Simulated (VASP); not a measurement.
A run of VASP 6.6.1:

File INCAR:

```
SYSTEM = Na2Zr
PREC = Accurate
ENCUT = 600
EDIFF = 1E-7
ISMEAR = 0
SIGMA = 0.1
LREAL = .FALSE.
LASPH = .TRUE.
NELM = 100
ALGO = Normal
ISIF = 3
LWAVE = .FALSE.
LCHARG = .FALSE.
GGA = PE
IBRION = 2
NSW = 100
EDIFFG = -0.01
```

File KPOINTS:

```
Automatic mesh
0
G
  10 10 10
  0 0 0
```

Contents of POSCAR:

```
Na2Zr
1.0
    0.0000000000      3.7675834025      3.7675834025
    3.7675834025      0.0000000000      3.7675834025
    3.7675834025      3.7675834025      0.0000000000
Na Zr
2 1
Direct
    0.2500000000      0.2500000000      0.2500000000
    0.7500000000      0.7500000000      0.7500000000
    0.0000000000      0.0000000000      0.0000000000
```

Potentials or basis: VASP PAW PBE potentials, release 64 (Na_pv, Zr_sv).

Run with:

```bash
$ cat potpaw_PBE.64/Na_pv/POTCAR potpaw_PBE.64/Zr_sv/POTCAR > POTCAR
$ mpirun -np 1 vasp_std > vasp.out
```

Hardware: 1 thread of Intel(R) Xeon(R) 6975P-C (Granite Rapids), with other jobs on the host.

How long does it take, and how much memory?

Wall time 2.3 min on 1 thread of Intel(R) Xeon(R) 6975P-C (Granite Rapids), with other jobs on the host, peak memory 0.39 GiB. Counts: scf iterations 32, k points 47, ion steps 3.
